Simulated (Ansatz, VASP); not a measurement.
## ZnSe: VASP beside Ansatz

File POSCAR:

```
ZnSe
1.0
    2.8338000000      2.8338000000      0.0000000000
   -2.8338000000      2.8338000000      0.0000000000
    0.0000000000      2.8338000000      2.8338000000
Zn Se
1 1
Direct
    0.0000000000      0.0000000000      0.0000000000
    0.7500000000      0.2500000000      0.5000000000
```

INCAR.step1

```
SYSTEM = ZnSe
ALGO = Normal
EDIFF = 1E-4
ENCUT = 600
GGA = PE
ISMEAR = -1
LASPH = .True.
LCHARG = .False.
LREAL = .False.
LWAVE = .True.
NELM = 100
PREC = Accurate
SIGMA = 0.05
```

File INCAR.step2:

```
SYSTEM = ZnSe
ALGO = Normal
EDIFF = 1E-7
EDIFFG = -0.002
ENCUT = 600
IBRION = 2
ISIF = 3
ISMEAR = -1
ISTART = 1
LASPH = .True.
LCHARG = .False.
LMIXTAU = .True.
LREAL = .False.
LWAVE = .False.
METAGGA = R2SCAN
NELM = 100
NSW = 100
PREC = Accurate
SIGMA = 0.05
```

The input KPOINTS:

```
k-points
0
Gamma
  12 12 12
  0 0 0
```

Input for Ansatz:

```yaml
crystal:
  lattice:
    - [2.8338, 2.8338, 0.0]
    - [-2.8338, 2.8338, 0.0]
    - [0.0, 2.8338, 2.8338]
  atoms:
    - { symbol: Zn, position: [0.0, 0.0, 0.0] }
    - { symbol: Se, position: [0.75, 0.25, 0.5] }
kpoints:
  mp_grid: { grid: [12, 12, 12] }
scf:
  occupations: { method: fermi_dirac, width: 0.05 }
hamiltonian:
  xc: r2scan
  pseudopotentials: { kind: paw }
relax:
  f_tol: 0.002
  max_steps: 80
  cell: {}
output:
  forces: true
  stress: true
```

Alike in both runs: task relaxation of cell and atoms; functional r2SCAN; k mesh 12 × 12 × 12; occupations fermi-dirac, width 0.05 eV; no spin polarisation.

```csv
,VASP,Ansatz
version,VASP 6.6.1,Ansatz 0.2.0
potentials or method,"VASP PAW PBE potentials, release 64 (Zn, Se)","PAW with Ansatz's default frozen-core files, scalar-relativistic"
plane-wave cutoff (eV),600,500
valence electrons in the cell,18,28
```

```csv
,VASP,Ansatz,Ansatz less VASP
relaxed volume (Å³/atom),22.75,22.74,-0.011
relaxed length of the cell vector where the two differ most in proportion (Å),4.007,4.006,-0.0007
```

VASP's potentials were made for PBE, not for r2SCAN. VASP's potentials hold 18 valence electrons a cell and Ansatz's 28, so a difference there can come from the potentials and not from the codes.
